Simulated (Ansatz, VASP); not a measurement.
# ZnS in VASP and in Ansatz

The input POSCAR:

```
ZnS
1.0
    0.0000000000      2.5560840034      2.5560840034
    2.5560840034      0.0000000000      2.5560840034
    2.5560840034      2.5560840034      0.0000000000
Zn S
1 1
Direct
    0.0000000000      0.0000000000      0.0000000000
    0.5000000000      0.5000000000      0.5000000000
```

Contents of INCAR.step1:

```
ALGO     = Normal         # electronic algorithm
EDIFF    = 1E-4           # SCF threshold, eV
ENCUT    = 520            # plane-wave cutoff, eV
GGA      = PE             # functional
ISMEAR   = -1             # smearing method
LASPH    = T              # aspherical terms in the spheres
LCHARG   = F              # write CHGCAR
LREAL    = F              # projectors in reciprocal space
LWAVE    = T              # write WAVECAR
NBANDS   = 16             # bands
NELM     = 80             # most SCF steps
PREC     = Accurate       # precision mode
SIGMA    = 0.02           # smearing width, eV
```

File INCAR.step2:

```
ALGO     = Normal         # electronic algorithm
EDIFF    = 1E-6           # SCF threshold, eV
ENCUT    = 520            # plane-wave cutoff, eV
ISIF     = 2              # what is computed and relaxed
ISMEAR   = -1             # smearing method
ISTART   = 1            
LASPH    = T              # aspherical terms in the spheres
LCHARG   = F              # write CHGCAR
LMIXTAU  = T            
LREAL    = F              # projectors in reciprocal space
LWAVE    = F              # write WAVECAR
METAGGA  = R2SCAN         # meta-GGA
NBANDS   = 16             # bands
NELM     = 80             # most SCF steps
PREC     = Accurate       # precision mode
SIGMA    = 0.02           # smearing width, eV
```

The input KPOINTS:

```
k-points
0
Gamma
  8 8 8
```

Input for Ansatz:

```yaml
crystal:
  lattice:
    - [0.0, 2.5560840034, 2.5560840034]
    - [2.5560840034, 0.0, 2.5560840034]
    - [2.5560840034, 2.5560840034, 0.0]
  atoms:
    - { symbol: Zn, position: [0.0, 0.0, 0.0] }
    - { symbol: S, position: [0.5, 0.5, 0.5] }
kpoints:
  mp_grid: { grid: [8, 8, 8] }
hamiltonian:
  xc: r2scan
scf:
  occupations: { method: fermi_dirac, width: 0.02 }
  n_extra_bands: 4
output:
  forces: true
  stress: true
  eigenvalues: true
```

Alike in both runs: task single point; functional r2SCAN; k mesh 8 × 8 × 8; occupations fermi-dirac, width 0.02 eV; no spin polarisation.

|  | VASP | Ansatz |
| --- | --- | --- |
| version | VASP 6.6.1 | Ansatz 0.2.0 |
| potentials or method | VASP PAW PBE potentials, release 64 (Zn, S) | plane waves, PAW |
| plane-wave cutoff (eV) | 520 | 500 |
| valence electrons in the cell | 18 | 18 |

|  | VASP | Ansatz | Ansatz less VASP |
| --- | --- | --- | --- |
| pressure (GPa) | -2.6 | -2.7 | -0.11 |

VASP's potentials were made for PBE, not for r2SCAN.
